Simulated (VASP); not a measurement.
Runs of VASP 6.6.1 on TaN. It takes space group Fm-3m (No. 225, cubic). Conventional cell: a = 4.358 Å, b = 4.358 Å, c = 4.358 Å, α = 90.00°, β = 90.00°, γ = 90.00°. Ta (site symmetry m-3m) has 6 N at 2.18 Å within 2.9 Å. Within 2.9 Å of N (site symmetry m-3m) lie 6 Ta at 2.18 Å. 

| k mesh | gap on the mesh (eV) | pressure (GPa) |
| --- | --- | --- |
| 7 × 7 × 7 | none | 15.3 |
| 3 × 3 × 3 | none | 22.0 |
| 5 × 5 × 5 | none | 15.0 |
| 9 × 9 × 9 | none | (a) |

Alike in all rows: task single point; level PBE; potentials or basis VASP PAW PBE potentials, release 64 (Ta_pv, N); no spin polarisation; cell as given; cutoff (eV) 600; smearing fermi-dirac 0.1 eV.

Task: Estimate the missing entries.

Result: (a) 15.5.

Caveats: some runs use coarse meshes; spin-orbit coupling is left out, which moves the levels of the heavy elements.

A k mesh can miss the band edges, and the runs leave out spin-orbit coupling on Ta.

A gap of «none» marks levels without a gap at the run's occupations.
